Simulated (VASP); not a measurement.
# KBr (I4/mmm) in VASP: a series of runs

The runs below take KBr through single point, with PBEsol.

Everything below comes from runs of VASP 6.6.1. Logs are shortened: lines on timing, memory, paths and dates and some standing lists are left out, and cuts for length are marked.

## Step 1: The cell of the first run

It takes space group I4/mmm (No. 139, tetragonal). The conventional cell has a = 4.631 Å, b = 4.631 Å, c = 6.812 Å, α = 90.00°, β = 90.00°, γ = 90.00°. Within 4.3 Å of K (site symmetry 4/mmm) lie 6 Br at 3.27 to 3.41 Å. Within 4.3 Å of Br (site symmetry 4/mmm) lie 6 K at 3.27 to 3.41 Å.

## Step 2: Single point, PBEsol (strain +0.000 along x and y, +0.040 along z)

Contents of INCAR:

```
PREC     = Accurate       # precision mode
ENCUT    = 520            # plane-wave cutoff, eV
EDIFF    = 1E-7           # SCF threshold, eV
ISMEAR   = 0              # smearing method
SIGMA    = 0.05           # smearing width, eV
LREAL    = F              # projectors in reciprocal space
LASPH    = T              # aspherical terms in the spheres
NELM     = 100            # most SCF steps
ALGO     = Normal         # electronic algorithm
ISIF     = 2              # what is computed and relaxed
LWAVE    = F              # write WAVECAR
LCHARG   = F              # write CHGCAR
GGA      = PS             # functional
NBANDS   = 15             # bands
```

Contents of KPOINTS:

```
Automatic mesh
0
Gamma
  6 6 6
```

Contents of POSCAR:

```
KBr
1.0
    0.0000000000      3.2748785852      3.4058737286
    3.2748785852      0.0000000000      3.4058737286
    3.2748785852      3.2748785852      0.0000000000
K Br
1 1
Direct
    0.0000000000      0.0000000000      0.0000000000
    0.5000000000      0.5000000000      0.5000000000
```

Potentials or basis: VASP PAW PBE potentials, release 64 (K_sv, Br).

Run with:

```bash
cat potpaw_PBE.64/K_sv/POTCAR potpaw_PBE.64/Br/POTCAR > POTCAR
mpirun -np 1 vasp_std > vasp.out
```

OUTCAR:

```text
PREC = Accurate
   ENCUT = 520
   EDIFF = 1E-7
   ISMEAR = 0
   LREAL = F
   LASPH = T
   NELM = 100
   ISIF = 2
   GGA = PS

 ion  position               nearest neighbor table
   1  0.000  0.000  0.000-   2 3.27   2 3.27   2 3.27   2 3.27
   2  0.500  0.500  0.500-   1 3.27   1 3.27   1 3.27   1 3.27

  LATTYP: Found a body centered tetragonal cell.
 ALAT       =     4.6313777103
 C/A-ratio  =     1.4707821049

  Lattice vectors:

 A1 = (  -3.2748785852,   0.0000000000,   3.4058737286)
 A2 = (   3.2748785852,   0.0000000000,   3.4058737286)
 A3 = (   0.0000000000,   3.2748785852,  -3.4058737286)

Analysis of symmetry for initial positions (statically):
=====================================================================
 Subroutine PRICEL returns:
 Original cell was already a primitive cell.

 Routine SETGRP: Setting up the symmetry group for a
 body centered tetragonal supercell.

 Subroutine GETGRP returns: Found 16 space group operations
 (whereof 16 operations were pure point group operations)
 out of a pool of 16 trial point group operations.

The static configuration has the point symmetry D_4h.

Analysis of symmetry for dynamics (positions and initial velocities):
=====================================================================
 Subroutine PRICEL returns:
 Original cell was already a primitive cell.

 Routine SETGRP: Setting up the symmetry group for a
 body centered tetragonal supercell.

 Subroutine GETGRP returns: Found 16 space group operations
 (whereof 16 operations were pure point group operations)
 out of a pool of 16 trial point group operations.

The dynamic configuration has the point symmetry D_4h.

 Subroutine INISYM returns: Found 16 space group operations
 (whereof 16 operations are pure point group operations),
 and found     1 'primitive' translations

----------------------------------------------------------------------------------------

                                     Primitive cell

  volume of cell :      73.0548

  direct lattice vectors                    reciprocal lattice vectors
     0.000000000  3.274878585  3.405873729    -0.152677416  0.152677416  0.146805208
     3.274878585  0.000000000  3.405873729     0.152677416 -0.152677416  0.146805208
     3.274878585  3.274878585  0.000000000     0.152677416  0.152677416 -0.146805208

  length of vectors
     4.724913291  4.724913291  4.631377710     0.261098747  0.261098747  0.261098747

  position of ions in fractional coordinates (direct lattice)
     0.000000000  0.000000000  0.000000000
     0.500000000  0.500000000  0.500000000

  ion indices of the primitive-cell ions
   primitive index   ion index
                 1           1
                 2           2

----------------------------------------------------------------------------------------

 KPOINTS: Automatic mesh

Automatic generation of k-mesh.
 Grid dimensions read from file:
 generate k-points for:    6    6    6

 Generating k-lattice:

  Cartesian coordinates                     Fractional coordinates (reciprocal lattice)
    -0.025446236  0.025446236  0.024467535     0.166666667  0.000000000  0.000000000
     0.025446236 -0.025446236  0.024467535     0.000000000  0.166666667  0.000000000
     0.025446236  0.025446236 -0.024467535    -0.000000000 -0.000000000  0.166666667

  Length of vectors
     0.043516458  0.043516458  0.043516458

  Shift w.r.t. Gamma in fractional coordinates (k-lattice)
     0.000000000  0.000000000  0.000000000

 Subroutine IBZKPT returns following result:
 ===========================================

 Found     30 irreducible k-points:

 Following reciprocal coordinates:
            Coordinates               Weight
  0.000000  0.000000  0.000000      1.000000
  0.166667  0.000000  0.000000      8.000000
  0.333333  0.000000  0.000000      8.000000
  0.500000  0.000000  0.000000      4.000000
  0.166667  0.166667  0.000000      2.000000
  0.333333  0.166667  0.000000      8.000000
[... 16 lines left out ...]
  0.333333  0.000000  0.333333      4.000000
  0.500000 -0.000000  0.333333     16.000000
 [... further k-points ...]
   k-points           NKPTS =     30   k-points in BZ     NKDIM =     30   number of bands    NBANDS=     15
   number of dos      NEDOS =    301   number of ions     NIONS =      2
   total plane-waves  NPLWV =  46656
   dimension x,y,z NGX =    36 NGY =   36 NGZ =   36
   dimension x,y,z NGXF=    72 NGYF=   72 NGZF=   72
   ions per type =               1   1
   NGX,Y,Z   is equivalent  to a cutoff of  12.67, 12.67, 12.92 a.u.
   NGXF,Y,Z  is equivalent  to a cutoff of  25.33, 25.33, 25.84 a.u.
 SYSTEM =  unknown system
   PREC   = accura    normal or accurate (medium, high low for compatibility)
   ISTART =      0    job   : 0-new  1-cont  2-samecut
   ICHARG =      2    charge: 1-file 2-atom 10-const
   ISPIN  =      1    spin polarized calculation?
   LNONCOLLINEAR =      F non collinear calculations
   LSORBIT =      F    spin-orbit coupling
   LASPH  =      T    aspherical Exc in radial PAW
   ENCUT  =  520.0 eV  38.22 Ry    6.18 a.u.   8.79  8.79  8.61*2*pi/ulx,y,z
   NELM   =    100;   NELMIN=  2; NELMDL= -5     # of ELM steps
   EDIFF  = 0.1E-06   stopping-criterion for ELM
   LREAL  =      F    real-space projection
   EDIFFG = 0.1E-05   stopping-criterion for IOM
   NSW    =      0    number of steps for IOM
   IBRION =     -1    ionic relax: 0-MD 1-quasi-New 2-CG
   NFREE  =      0    steps in history (QN), initial steepest desc. (CG)
   ISIF   =      2    stress and relaxation
   ISYM   =      2    0-nonsym 1-usesym 2-fastsym
   POTIM  = 0.5000    time-step for ionic-motion
   TEBEG  =    0.0;   TEEND  =   0.0 temperature during run
   PSTRESS=    0.0 pullay stress
   NELECT =      16.0000    total number of electrons
   NUPDOWN=      -1.0000    fix difference up-down
   EMIN   =  10.00;   EMAX   =-10.00  energy-range for DOS
   EFERMI =   0.00;   METHOD = LEGACY
   ISMEAR =     0;   SIGMA  =   0.05  broadening in eV -4-tet -1-fermi 0-gaus
   EFERMI_NEDOS =   21; number of points for ismear=-14 and -15
   IALGO  =     38    algorithm
   IMIX   =      4    mixing-type and parameters
     AMIX     =   0.40;   BMIX     =  1.00
     AMIX_MAG =   1.60;   BMIX_MAG =  1.00
  volume/ion in A,a.u.               =      36.53       246.50
  Fermi-wavevector in a.u.,A,eV,Ry     =   0.986806  1.864793 13.249168  0.973786
  Thomas-Fermi vector in A             =   2.118214
   LORBIT       =      0    0 simple, 1 ext, 2 COOP (PROOUT), +10 PAW based schemes
   GGA     = PS    functional components
   LHFCALC =     F    Hartree Fock is set to
   AEXX    =    0.0000 exact exchange contribution
   IVDW    =     0    specifies the selected vdW correction
   LEPSILON=     F    determine dielectric tensor
   LRPA    =     F    only Hartree local field effects (RPA)
 non-spin polarized calculation
 Gauss-broadening in eV      SIGMA  =   0.05
  energy-cutoff  :      520.00
  volume of cell :       73.05
 maximum number of plane-waves:      1984
   NGX = 17   NGY = 17   NGZ = 17

 number of electron      15.9999998 magnetization

 Free energy of the ion-electron system (eV)
  ---------------------------------------------------
  ext. energy  EPLUGINS =         0.00000000
  ---------------------------------------------------
  free energy    TOTEN  =        -6.45027338 eV

  energy without entropy =       -6.45027338  energy(sigma->0) =       -6.45027338

 E-fermi :  -1.5717     XC(G=0):  -7.4746

 val. band max:       -1.8838602565   @ k =   0.0000   0.0000   0.0000
 cond. band min:       2.3492607117   @ k =   0.0000   0.0000   0.0000
 fundamental gap:      4.2331209682
 Fermi energy:        -1.5717146589

 k-point     1 :       0.0000    0.0000    0.0000
  band No.  band energies     occupation
      1     -29.5330      2.00000
      2     -14.1772      2.00000
      3     -13.0755      2.00000
      4     -13.0748      2.00000
      5     -13.0748      2.00000
      6      -1.8987      2.00000
      7      -1.8839      2.00000
      8      -1.8839      2.00000
      9       2.3493      0.00000
     10       5.4784      0.00000
     11       5.7248      0.00000
     12       5.7248      0.00000
     13       6.3880      0.00000
     14       6.5511      0.00000
     15       9.4731      0.00000

 k-point     2 :       0.1667    0.0000    0.0000
  band No.  band energies     occupation
      1     -29.5316      2.00000
      2     -14.2233      2.00000
      3     -13.0779      2.00000
      4     -13.0752      2.00000
      5     -13.0117      2.00000
      6      -2.2566      2.00000
      7      -1.9811      2.00000
      8      -1.9720      2.00000
      9       3.0022      0.00000
     10       5.4685      0.00000
     11       5.9006      0.00000
     12       6.0390      0.00000
     13       6.7336      0.00000
     14       6.9111      0.00000
     15      10.3906      0.00000

 k-point     3 :       0.3333    0.0000    0.0000
  band No.  band energies     occupation
      1     -29.5290      2.00000
      2     -14.3036      2.00000
      3     -13.0829      2.00000
      4     -13.0758      2.00000
      5     -12.8964      2.00000
      6      -2.8286      2.00000
      7      -2.1440      2.00000
      8      -2.1377      2.00000
      9       4.1141      0.00000
     10       5.6853      0.00000
     11       6.7582      0.00000
     12       6.8862      0.00000
     13       7.6030      0.00000
     14       7.8154      0.00000
     15       9.4189      0.00000

 k-point     4 :       0.5000    0.0000    0.0000
  band No.  band energies     occupation
      1     -29.5276      2.00000
      2     -14.3394      2.00000
      3     -13.0854      2.00000
      4     -13.0761      2.00000
      5     -12.8427      2.00000
      6      -3.0672      2.00000
      7      -2.2207      2.00000
      8      -2.2159      2.00000
      9       4.5162      0.00000
     10       6.1729      0.00000
     11       7.7873      0.00000
     12       7.8115      0.00000
     13       7.8863      0.00000
     14       8.2130      0.00000
     15       8.7808      0.00000
[... 307 lines left out ...]
 k-point    22 :      -0.3333    0.5000    0.1667
  band No.  band energies     occupation
      1     -29.5265      2.00000
      2     -14.1648      2.00000
      3     -13.1470      2.00000
      4     -13.1203      2.00000
      5     -12.9999      2.00000
      6      -2.6228      2.00000
      7      -2.3673      2.00000
      8      -2.3103      2.00000
      9       4.6510      0.00000
     10       5.8720      0.00000
     11       6.2294      0.00000
     12       7.1863      0.00000
     13       8.0165      0.00000
     14       8.8345      0.00000
     15       9.2036      0.00000

 k-point    23 :       0.3333    0.0000    0.3333
  band No.  band energies     occupation
      1     -29.5274      2.00000
      2     -14.1864      2.00000
      3     -13.1069      2.00000
      4     -13.0993      2.00000
      5     -13.0293      2.00000
      6      -2.7149      2.00000
      7      -2.1406      2.00000
      8      -2.1220      2.00000
      9       4.1847      0.00000
     10       4.4740      0.00000
     11       7.1490      0.00000
     12       7.6133      0.00000
     13       7.9410      0.00000
     14       8.0396      0.00000
     15       8.9326      0.00000

 k-point    24 :       0.5000   -0.0000    0.3333
  band No.  band energies     occupation
      1     -29.5261      2.00000
      2     -14.1572      2.00000
      3     -13.1319      2.00000
      4     -13.1043      2.00000
      5     -13.0452      2.00000
      6      -2.6907      2.00000
      7      -2.3218      2.00000
      8      -2.1964      2.00000
      9       4.2777      0.00000
     10       5.3754      0.00000
     11       6.8949      0.00000
     12       7.6198      0.00000
     13       7.8132      0.00000
     14       8.4970      0.00000
     15       9.0264      0.00000

 [... further k-points ...]

------------------------ aborting loop because EDIFF is reached ----------------------------------------

  FORCE on cell =-STRESS in cart. coord.  units (eV):
  Direction    XX          YY          ZZ          XY          YZ          ZX
  --------------------------------------------------------------------------------------
  -------------------------------------------------------------------------------------
  Total       -0.0582666     -0.0582666     -0.4859506      0.0000000      0.0000000      0.0000000
  in kB       -1.2778547     -1.2778547    -10.6574614      0.0000000      0.0000000      0.0000000
  external PRESSURE =      -4.4043903 kB  Pullay stress =       0.0000000 kB

 VOLUME and BASIS-vectors are now :
 -----------------------------------------------------------------------------
  energy-cutoff  :      520.00
  volume of cell :       73.05
      direct lattice vectors                 reciprocal lattice vectors
     0.000000000  3.274878585  3.405873729    -0.152677416  0.152677416  0.146805208
     3.274878585  0.000000000  3.405873729     0.152677416 -0.152677416  0.146805208
     3.274878585  3.274878585  0.000000000     0.152677416  0.152677416 -0.146805208

 POSITION                                       TOTAL-FORCE (eV/Angst)
 -----------------------------------------------------------------------------------
      0.00000      0.00000      0.00000         0.000000     -0.000000      0.000000
      3.27488      3.27488      3.40587        -0.000000      0.000000      0.000000
 -----------------------------------------------------------------------------------
    total drift:                                0.000000      0.000000      0.000000

  FREE ENERGIE OF THE ION-ELECTRON SYSTEM (eV)
  ---------------------------------------------------
  free  energy   TOTEN  =        -6.4502733803 eV

  energy  without entropy=       -6.4502733803  energy(sigma->0) =       -6.45027338
```

Wall time 14 s (1 thread of Intel Xeon 6975P-C (Granite Rapids), shared host); peak memory 0.22 GiB.

Results:

* Free energy: -6.4503 eV
* Pressure: -0.4 GPa
* Band gap on the k mesh: 4.23 eV, direct

Levels at points of the mesh, in eV from the valence-band top:
```tsv
k point	band 4	band 5	band 6	band 7	band 8	band 9	band 10	band 11	band 12	band 13
(0.00, 0.00, 0.00)	-11.19	-11.19	-0.01	0.00	0.00	4.23	7.36	7.61	7.61	8.27
(0.50, 0.00, 0.00)	-11.19	-10.96	-1.18	-0.34	-0.33	6.40	8.06	9.67	9.70	9.77
(0.50, 0.50, 0.00)	-11.22	-11.22	-0.85	-0.26	-0.26	5.79	7.00	9.11	9.24	9.57
(0.50, 0.00, 0.50)	-11.23	-11.22	-0.80	-0.32	-0.29	5.75	7.05	9.32	9.33	9.58
```

Caveat: the cell differs from its parent crystal (strain +0.000 along x and y, +0.040 along z); the PAW data sets were made with another functional, which shifts forces and pressure a little.

(Continued in part 2 of 2.)
